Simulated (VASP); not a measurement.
The system is CaO.

```xyz
4
Lattice="4.0007 0.0000 0.0000 -2.0004 3.4647 0.0000 0.0000 0.0000 4.7585" Properties=species:S:1:pos:R:3 pbc="T T T"
Ca    0.0000    2.3098   -0.2974
Ca    2.0004    1.1549    2.0819
O     0.0000    2.3098    2.0819
O     2.0004    1.1549    4.4611
```

This cell differs from its parent crystal: epitaxial xy strain +0.5%.

Base run:

| Property | Result |
| --- | --- |
| Program | VASP 6.6.1 |
| Functional | r2SCAN |
| Potentials or basis | VASP PAW PBE potentials, release 64 (Ca_sv, O) |
| Cutoff | 520 eV |
| k mesh | 12 × 12 × 6 |
| Occupations | gaussian, width 0.01 eV |
| Spin | no spin polarisation |

Its results: band gap on the k mesh 3.56 eV; pressure 0.3 GPa.

Problem. The run is repeated on the same cell with these changes: functional from r2SCAN to PBE; occupations from gaussian, width 0.01 eV to fermi-dirac, width 0.02 eV. What comes out?

Solution. Band gap on the k mesh 3.14 eV; pressure 1.6 GPa.

Caveats: the structure was generated, so it needn't be the stable form of CaO; the PAW data sets were made with another functional, which shifts forces and pressure a little (at least some runs).

A k mesh can miss the band edges.
